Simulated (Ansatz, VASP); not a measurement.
## Two plane-wave programs on BaTe

```
CELL_PARAMETERS angstrom
4.80790 0.00000 0.00000
-2.40395 4.16376 0.00000
0.00000 0.00000 4.40996
ATOMIC_POSITIONS crystal
Ba 0.33333 0.66667 0.00000
Te 0.66667 0.33333 0.50000
```

Alike in both runs: functional PBE; k mesh 6 × 6 × 6; occupations gaussian, width 0.02 eV; no spin polarisation.

Ansatz relaxed the structure, and its values are those at the end. VASP's run is a single point on that final structure, the one shown.

```csv
,VASP,Ansatz
version,VASP 6.6.1,Ansatz 0.2.0
potentials or method,"VASP PAW PBE potentials, release 64 (Ba_sv, Te), cutoff 500 eV","scalar-relativistic, plane waves, PAW"
valence electrons in the cell,16,26
```

VASP gave:

```
gap on the k mesh at the Fermi level (eV) : 1.47
least direct gap on the mesh (eV)         : 1.47
pressure (GPa)                            : 0.3
```

What did Ansatz give for the same quantities?

gap on the k mesh at the Fermi level (eV): 1.52; least direct gap on the mesh (eV): 1.52; pressure (GPa): 0.0.

The functional is the same, so the differences come from potentials, cutoffs and numerics. VASP's potentials hold 16 valence electrons a cell and Ansatz's 26, so a difference there can come from the potentials and not from the codes.

Neither program's run includes spin-orbit coupling.
